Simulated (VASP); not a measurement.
Write the native input for VASP 6.6.1 that does the following.

```
Task                   : relaxation of cell and atoms
Functional             : PBE
Potentials or basis    : VASP PAW PBE potentials, release 64 (Ca_sv, Cu)
Cutoff                 : 600 eV
k mesh                 : 12 × 12 × 12
Occupations            : gaussian, width 0.1 eV
Spin                   : no spin polarisation
Dipole correction      : no
Further INCAR settings : ALGO = Fast; EDIFF = 1e-06; IBRION = 2; EDIFFG = -0.01; NSW = 100; ISIF = 3
```

The structure of CaCu3 lies in POSCAR:

```
CaCu3
1.0
    4.0216231276      0.0000000000      0.0000000000
    0.0000000000      4.0216231276      0.0000000000
    0.0000000000      0.0000000000      4.0216231276
Ca Cu
1 3
Direct
    0.0000000000      0.0000000000      0.0000000000
    0.0000000000      0.5000000000      0.5000000000
    0.5000000000      0.0000000000      0.5000000000
    0.5000000000      0.5000000000      0.0000000000
```

The input as run:

INCAR

```
SYSTEM = CaCu3
PREC = Accurate
ENCUT = 600
EDIFF = 1E-6
ISMEAR = 0
SIGMA = 0.1
LREAL = .FALSE.
LASPH = .TRUE.
NELM = 80
ALGO = Fast
ISIF = 3
LWAVE = .FALSE.
LCHARG = .FALSE.
GGA = PE
IBRION = 2
NSW = 100
EDIFFG = -0.01
```

KPOINTS

```
Automatic mesh
0
G
  12 12 12
  0 0 0
```

Potentials or basis: VASP PAW PBE potentials, release 64 (Ca_sv, Cu).

Command:

```sh
$ cat potpaw_PBE.64/Ca_sv/POTCAR potpaw_PBE.64/Cu/POTCAR > POTCAR
$ mpirun -np 1 vasp_std > vasp.out
```

Results of the run:

```json
{
  "Relaxed volume": "16.90 Å³/atom",
  "Relaxed cell": "a = 4.074 Å, b = 4.074 Å, c = 4.074 Å, α = 90.00°, β = 90.00°, γ = 90.00°",
  "Space group after relaxing (to 0.1 Å)": "Pm-3m (No. 221)",
  "Energy gained by relaxing": "5.2 meV/atom",
  "Ionic steps": "2",
  "Pressure after relaxing": "0.0 GPa",
  "Band gap on the k mesh": "zero (an odd number of electrons rules out a gap without spin polarisation)"
}
```

Wall time 2.8 min on 1 thread of Intel(R) Xeon(R) 6975P-C (Granite Rapids), with other jobs on the host, peak memory 0.3 GiB.
